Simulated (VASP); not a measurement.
# ZnCd5S6 (P3m1) in VASP: notebook

ZnCd5S6 is run at these levels: PBE; tasks: single point.

Program: VASP 6.6.1. These are calculated values, not measurements. Logs are shortened: lines on timing, memory, paths and dates and some standing lists are left out, and cuts for length are marked.

## Step 1: The cell of the first run

It takes space group P3m1 (No. 156, trigonal). Conventional cell: a = 4.130 Å, b = 4.130 Å, c = 20.330 Å, α = 90.00°, β = 90.00°, γ = 120.00°. Zn (site symmetry 3m) has 4 S at 2.35 to 2.47 Å within 3.1 Å. Cd (site symmetry 3m) has 4 S at 2.55 to 2.56 Å within 3.4 Å. Cd (site symmetry 3m) has 4 S at 2.55 to 2.56 Å within 3.4 Å. Within 3.4 Å of Cd (site symmetry 3m) lie 4 S at 2.55 to 2.57 Å. Cd (site symmetry 3m) has 4 S at 2.55 to 2.56 Å within 3.4 Å. Within 3.4 Å of Cd (site symmetry 3m) lie 4 S at 2.55 to 2.56 Å. Within 3.4 Å of S (site symmetry 3m) lie 4 Cd at 2.55 to 2.56 Å. Within 3.1 Å of S (site symmetry 3m) lie 1 Zn at 2.35 Å and 3 Cd at 2.55 Å.

## Step 2: Single point, PBE

INCAR reads:

```
ALGO = Normal
EDIFF = 1E-7
ENCUT = 520
GGA = PE
ISIF = 2
ISMEAR = 0
LASPH = True
LCHARG = False
LREAL = False
LWAVE = False
NBANDS = 66
NELM = 80
PREC = Accurate
SIGMA = 0.1
```

KPOINTS reads:

```
k-points
0
Gamma
  6 6 1
```

POSCAR reads:

```
ZnCd5S6
1.0
    4.1298177000      0.0000000000      0.0000000000
   -2.0649089000      3.5765271000      0.0000000000
    0.0000000000      0.0000000000     20.3304014000
Zn Cd S
1 5 6
Direct
    0.0000000000      0.0000000000      0.3333770000
    0.6666667000      0.3333333000      0.8337610000
    0.0000000000      0.0000000000      0.6634220000
    0.6666667000      0.3333333000      0.1745750000
    0.3333333000      0.6666667000      0.4931240000
    0.3333333000      0.6666667000      0.0041640000
    0.6666667000      0.3333333000      0.9595450000
    0.0000000000      0.0000000000      0.4490800000
    0.0000000000      0.0000000000      0.7892010000
    0.6666667000      0.3333333000      0.3008370000
    0.3333333000      0.6666667000      0.6189560000
    0.3333333000      0.6666667000      0.1299600000
```

Potentials or basis: VASP PAW PBE potentials, release 64 (Zn, Cd, S).

Launch:

```bash
$ cat potpaw_PBE.64/Zn/POTCAR potpaw_PBE.64/Cd/POTCAR potpaw_PBE.64/S/POTCAR > POTCAR
$ mpirun -np 1 vasp_std > vasp.out
```

OUTCAR:

```text
EDIFF = 1E-7
   ENCUT = 520
   GGA = PE
   ISIF = 2
   ISMEAR = 0
   LASPH = True
   LREAL = False
   NELM = 80
   PREC = Accurate

 ion  position               nearest neighbor table
   1  0.000  0.000  0.333-   8 2.35  10 2.47  10 2.47  10 2.47
   2  0.667  0.333  0.834-   9 2.55   9 2.55   9 2.55   7 2.56
   3  0.000  0.000  0.663-  11 2.55  11 2.55  11 2.55   9 2.56
   4  0.667  0.333  0.175-  12 2.55  12 2.55  12 2.55  10 2.57
   5  0.333  0.667  0.493-   8 2.55   8 2.55   8 2.55  11 2.56
   6  0.333  0.667  0.004-   7 2.55   7 2.55   7 2.55  12 2.56
   7  0.667  0.333  0.960-   6 2.55   6 2.55   6 2.55   2 2.56
   8  0.000  0.000  0.449-   1 2.35   5 2.55   5 2.55   5 2.55
   9  0.000  0.000  0.789-   2 2.55   2 2.55   2 2.55   3 2.56
  10  0.667  0.333  0.301-   1 2.47   1 2.47   1 2.47   4 2.57
  11  0.333  0.667  0.619-   3 2.55   3 2.55   3 2.55   5 2.56
  12  0.333  0.667  0.130-   4 2.55   4 2.55   4 2.55   6 2.56

  LATTYP: Found a hexagonal cell.
 ALAT       =     4.1298177000
 C/A-ratio  =     4.9228326471

  Lattice vectors:

 A1 = (   4.1298177000,   0.0000000000,   0.0000000000)
 A2 = (  -2.0649089000,   3.5765271000,   0.0000000000)
 A3 = (   0.0000000000,   0.0000000000,  20.3304014000)

Analysis of symmetry for initial positions (statically):
=====================================================================
 Subroutine PRICEL returns:
 Original cell was already a primitive cell.

 Routine SETGRP: Setting up the symmetry group for a
 hexagonal supercell.

 Subroutine GETGRP returns: Found  6 space group operations
 (whereof  6 operations were pure point group operations)
 out of a pool of 24 trial point group operations.

The static configuration has the point symmetry C_3v.

Analysis of symmetry for dynamics (positions and initial velocities):
=====================================================================
 Subroutine PRICEL returns:
 Original cell was already a primitive cell.

 Routine SETGRP: Setting up the symmetry group for a
 hexagonal supercell.

 Subroutine GETGRP returns: Found  6 space group operations
 (whereof  6 operations were pure point group operations)
 out of a pool of 24 trial point group operations.

The dynamic configuration has the point symmetry C_3v.

 Subroutine INISYM returns: Found  6 space group operations
 (whereof  6 operations are pure point group operations),
 and found     1 'primitive' translations

----------------------------------------------------------------------------------------

                                     Primitive cell

  volume of cell :     300.2883

  direct lattice vectors                    reciprocal lattice vectors
     4.129817700  0.000000000  0.000000000     0.242141439  0.139800426  0.000000000
    -2.064908900  3.576527100  0.000000000     0.000000000  0.279600845  0.000000000
     0.000000000  0.000000000 20.330401400     0.000000000  0.000000000  0.049187420

  length of vectors
     4.129817700  4.129817776 20.330401400     0.279600850  0.279600845  0.049187420

  position of ions in fractional coordinates (direct lattice)
     0.000000000  0.000000000  0.333377000
     0.666666700  0.333333300  0.833761000
     0.000000000  0.000000000  0.663422000
     0.666666700  0.333333300  0.174575000
     0.333333300  0.666666700  0.493124000
     0.333333300  0.666666700  0.004164000
     0.666666700  0.333333300  0.959545000
     0.000000000  0.000000000  0.449080000
     0.000000000  0.000000000  0.789201000
     0.666666700  0.333333300  0.300837000
     0.333333300  0.666666700  0.618956000
     0.333333300  0.666666700  0.129960000

  ion indices of the primitive-cell ions
   primitive index   ion index
                 1           1
                 2           2
                 3           3
                 4           4
                 5           5
                 6           6
                 7           7
                 8           8
                 9           9
                10          10
                11          11
                12          12

----------------------------------------------------------------------------------------

 KPOINTS: k-points

Automatic generation of k-mesh.
 Grid dimensions read from file:
 generate k-points for:    6    6    1

 Generating k-lattice:

  Cartesian coordinates                     Fractional coordinates (reciprocal lattice)
     0.040356906  0.023300071  0.000000000     0.166666667  0.000000000  0.000000000
     0.000000000  0.046600141  0.000000000     0.000000000  0.166666667  0.000000000
     0.000000000  0.000000000  0.049187420     0.000000000  0.000000000  1.000000000

  Length of vectors
     0.046600142  0.046600141  0.049187420

  Shift w.r.t. Gamma in fractional coordinates (k-lattice)
     0.000000000  0.000000000  0.000000000

 Subroutine IBZKPT returns following result:
 ===========================================

 Found      7 irreducible k-points:

 Following reciprocal coordinates:
            Coordinates               Weight
  0.000000  0.000000  0.000000      1.000000
  0.166667  0.000000  0.000000      6.000000
  0.333333  0.000000  0.000000      6.000000
  0.500000 -0.000000  0.000000      3.000000
  0.166667  0.166667  0.000000      6.000000
  0.333333  0.166667  0.000000     12.000000
  0.333333  0.333333  0.000000      2.000000
   k-points           NKPTS =      7   k-points in BZ     NKDIM =      7   number of bands    NBANDS=     66
   number of dos      NEDOS =    301   number of ions     NIONS =     12
   total plane-waves  NPLWV = 163840
   dimension x,y,z NGX =    32 NGY =   32 NGZ =  160
   dimension x,y,z NGXF=    64 NGYF=   64 NGZF=  320
   ions per type =               1   5   6
   NGX,Y,Z   is equivalent  to a cutoff of  12.88, 12.88, 13.08 a.u.
   NGXF,Y,Z  is equivalent  to a cutoff of  25.76, 25.76, 26.17 a.u.
 SYSTEM =  unknown system
   PREC   = accura    normal or accurate (medium, high low for compatibility)
   ISTART =      0    job   : 0-new  1-cont  2-samecut
   ICHARG =      2    charge: 1-file 2-atom 10-const
   ISPIN  =      1    spin polarized calculation?
   LNONCOLLINEAR =      F non collinear calculations
   LSORBIT =      F    spin-orbit coupling
   LASPH  =      T    aspherical Exc in radial PAW
   ENCUT  =  520.0 eV  38.22 Ry    6.18 a.u.   7.68  7.68 37.80*2*pi/ulx,y,z
   NELM   =     80;   NELMIN=  2; NELMDL= -5     # of ELM steps
   EDIFF  = 0.1E-06   stopping-criterion for ELM
   LREAL  =      F    real-space projection
   EDIFFG = 0.1E-05   stopping-criterion for IOM
   NSW    =      0    number of steps for IOM
   IBRION =     -1    ionic relax: 0-MD 1-quasi-New 2-CG
   NFREE  =      0    steps in history (QN), initial steepest desc. (CG)
   ISIF   =      2    stress and relaxation
   ISYM   =      2    0-nonsym 1-usesym 2-fastsym
   POTIM  = 0.5000    time-step for ionic-motion
   TEBEG  =    0.0;   TEEND  =   0.0 temperature during run
   PSTRESS=    0.0 pullay stress
   NELECT =     108.0000    total number of electrons
   NUPDOWN=      -1.0000    fix difference up-down
   EMIN   =  10.00;   EMAX   =-10.00  energy-range for DOS
   EFERMI =   0.00;   METHOD = LEGACY
   ISMEAR =     0;   SIGMA  =   0.10  broadening in eV -4-tet -1-fermi 0-gaus
   EFERMI_NEDOS =   21; number of points for ismear=-14 and -15
   IALGO  =     38    algorithm
   IMIX   =      4    mixing-type and parameters
     AMIX     =   0.40;   BMIX     =  1.00
     AMIX_MAG =   1.60;   BMIX_MAG =  1.00
  volume/ion in A,a.u.               =      25.02       168.87
  Fermi-wavevector in a.u.,A,eV,Ry     =   1.164224  2.200065 18.441582  1.355418
  Thomas-Fermi vector in A             =   2.300765
   LORBIT       =      0    0 simple, 1 ext, 2 COOP (PROOUT), +10 PAW based schemes
   GGA     = PE    functional components
   LHFCALC =     F    Hartree Fock is set to
   AEXX    =    0.0000 exact exchange contribution
   IVDW    =     0    specifies the selected vdW correction
   LEPSILON=     F    determine dielectric tensor
   LRPA    =     F    only Hartree local field effects (RPA)
 non-spin polarized calculation
 Gauss-broadening in eV      SIGMA  =   0.10
  energy-cutoff  :      520.00
  volume of cell :      300.29
 maximum number of plane-waves:      8121
 NGX is ok and might be reduce to    32
   NGX = 15   NGY = 15   NGZ = 75

 number of electron     108.0000004 magnetization

 Free energy of the ion-electron system (eV)
  ---------------------------------------------------
  ext. energy  EPLUGINS =         0.00000000
  ---------------------------------------------------
  free energy    TOTEN  =       -37.37142520 eV

  energy without entropy =      -37.37142520  energy(sigma->0) =      -37.37142520

 E-fermi :   1.5745     XC(G=0):  -9.0182

 val. band max:        1.0956263992   @ k =   0.0000   0.0000   0.0000
 cond. band min:       2.2022748715   @ k =   0.0000   0.0000   0.0000
 fundamental gap:      1.1066484723
 Fermi energy:         1.5744968730

 k-point     1 :       0.0000    0.0000    0.0000
  band No.  band energies     occupation
      1     -11.2232      2.00000
      2     -11.0458      2.00000
      3     -10.9927      2.00000
      4     -10.8224      2.00000
      5     -10.7856      2.00000
      6     -10.6812      2.00000
[... 58 lines left out ...]
     65       7.5190      0.00000
     66       7.6046      0.00000

 k-point     2 :       0.1667    0.0000    0.0000
  band No.  band energies     occupation
      1     -11.1193      2.00000
      2     -10.9606      2.00000
      3     -10.9119      2.00000
      4     -10.7655      2.00000
      5     -10.7299      2.00000
      6     -10.6363      2.00000
[... 334 lines left out ...]
     65       7.0406      0.00000
     66       7.4340      0.00000

 k-point     7 :       0.3333    0.3333    0.0000
  band No.  band energies     occupation
      1     -10.6955      2.00000
      2     -10.6154      2.00000
      3     -10.6081      2.00000
      4     -10.6002      2.00000
      5     -10.5798      2.00000
      6     -10.5059      2.00000
[... 58 lines left out ...]
     65       7.1292      0.00000
     66       7.3562      0.00000

------------------------ aborting loop because EDIFF is reached ----------------------------------------

  FORCE on cell =-STRESS in cart. coord.  units (eV):
  Direction    XX          YY          ZZ          XY          YZ          ZX
  --------------------------------------------------------------------------------------
  -------------------------------------------------------------------------------------
  Total        0.5407631      0.5407631      0.5102864     -0.0000000      0.0000000      0.0000000
  in kB        2.8852223      2.8852224      2.7226151     -0.0000000      0.0000000      0.0000000
  external PRESSURE =       2.8310199 kB  Pullay stress =       0.0000000 kB

 VOLUME and BASIS-vectors are now :
 -----------------------------------------------------------------------------
  energy-cutoff  :      520.00
  volume of cell :      300.29
      direct lattice vectors                 reciprocal lattice vectors
     4.129817700  0.000000000  0.000000000     0.242141439  0.139800426  0.000000000
    -2.064908900  3.576527100  0.000000000     0.000000000  0.279600845  0.000000000
     0.000000000  0.000000000 20.330401400     0.000000000  0.000000000  0.049187420

 POSITION                                       TOTAL-FORCE (eV/Angst)
 -----------------------------------------------------------------------------------
      0.00000      0.00000      6.77769         0.000000      0.000000     -0.004457
      2.06491      1.19218     16.95070        -0.000000      0.000000      0.000664
      0.00000      0.00000     13.48764         0.000000      0.000000      0.001347
      2.06491      1.19218      3.54918        -0.000000      0.000000      0.004079
     -0.00000      2.38435     10.02541         0.000000     -0.000000      0.001004
     -0.00000      2.38435      0.08466         0.000000     -0.000000      0.001607
      2.06491      1.19218     19.50794        -0.000000      0.000000     -0.001208
      0.00000      0.00000      9.12998         0.000000      0.000000     -0.020710
      0.00000      0.00000     16.04477         0.000000      0.000000     -0.001138
      2.06491      1.19218      6.11614         0.000000      0.000000      0.021328
     -0.00000      2.38435     12.58362         0.000000     -0.000000     -0.001631
     -0.00000      2.38435      2.64214        -0.000000     -0.000000     -0.000886
 -----------------------------------------------------------------------------------
    total drift:                                0.000005     -0.000004     -0.001294

  FREE ENERGIE OF THE ION-ELECTRON SYSTEM (eV)
  ---------------------------------------------------
  free  energy   TOTEN  =       -37.3714251971 eV

  energy  without entropy=      -37.3714251971  energy(sigma->0) =      -37.37142520
```

It took 3.9 min on 1 thread of Intel Xeon Platinum 8375C at 2.90GHz (Ice Lake), shared host; peak memory 0.47 GiB.

Results:

| Quantity | Value |
| --- | --- |
| Free energy | -37.3714 eV |
| Pressure | 0.3 GPa |
| Largest force | 0.021 eV/Å |
| Band gap on the k mesh | 1.11 eV |

Forces on the atoms (eV/Å):
```
Zn   0.000  0.000 -0.004
Cd   0.000  0.000  0.001
Cd   0.000  0.000  0.001
Cd   0.000  0.000  0.004
Cd   0.000  0.000  0.001
Cd   0.000  0.000  0.002
S    0.000  0.000 -0.001
S    0.000  0.000 -0.021
S    0.000  0.000 -0.001
S    0.000  0.000  0.021
S    0.000  0.000 -0.002
S    0.000  0.000 -0.001
```

## Step 3: Single point, PBE

INCAR reads:

```
PREC = Accurate
ENCUT = 520
EDIFF = 1E-6
ISMEAR = 0
SIGMA = 0.1
LREAL = False
LASPH = True
NELM = 100
ALGO = Normal
ISIF = 2
LWAVE = False
LCHARG = False
GGA = PE
NBANDS = 66
```

KPOINTS reads:

```
Automatic mesh
0
Gamma
  6 6 1
```

POSCAR reads:

```
ZnCd5S6
1.0
    4.1298177339      0.0000000289      0.0000000000
   -2.0649088920      3.5765270562      0.0000000000
    0.0000000000      0.0000000000     20.3304014000
Zn Cd S
1 5 6
Direct
    0.0000000000      0.0000000000      0.3333770000
    0.6666666667      0.3333333333      0.8337610000
    0.0000000000      0.0000000000      0.6634220000
    0.6666666667      0.3333333333      0.1745750000
    0.3333333333      0.6666666667      0.4931240000
    0.3333333333      0.6666666667      0.0041640000
    0.6666666667      0.3333333333      0.9595450000
    0.0000000000      0.0000000000      0.4490800000
    0.0000000000      0.0000000000      0.7892010000
    0.6666666667      0.3333333333      0.3008370000
    0.3333333333      0.6666666667      0.6189560000
    0.3333333333      0.6666666667      0.1299600000
```

Potentials or basis: VASP PAW PBE potentials, release 64 (Zn, Cd, S).

Launch:

```bash
$ cat potpaw_PBE.64/Zn/POTCAR potpaw_PBE.64/Cd/POTCAR potpaw_PBE.64/S/POTCAR > POTCAR
$ mpirun -np 1 vasp_std > vasp.out
```

Wall time 3.6 min (1 thread of Intel Xeon Platinum 8375C at 2.90GHz (Ice Lake), shared host); peak memory 0.47 GiB.

It converged, with:

```
Free energy            : -37.3714 eV
Pressure               : 0.3 GPa
Largest force          : 0.021 eV/Å
Band gap on the k mesh : 1.11 eV
```

Forces in eV/Å, atoms in the order of the input:
```
Zn   0.000  0.000 -0.004
Cd   0.000  0.000  0.001
Cd   0.000  0.000  0.001
Cd   0.000  0.000  0.004
Cd   0.000  0.000  0.001
Cd   0.000  0.000  0.002
S    0.000  0.000 -0.001
S    0.000  0.000 -0.021
S    0.000  0.000 -0.001
S    0.000  0.000  0.021
S    0.000  0.000 -0.002
S    0.000  0.000 -0.001
```

Levels at points of the mesh, in eV from the valence-band top:
```csv
k point,band 50,band 51,band 52,band 53,band 54,band 55,band 56,band 57,band 58,band 59
"(0.00, 0.00, 0.00)",-0.17,-0.17,-0.08,0.00,0.00,1.11,2.16,2.38,2.77,3.01
"(0.50, 0.00, 0.00)",-1.24,-1.03,-0.97,-0.89,-0.70,3.04,3.37,3.60,3.70,3.89
```
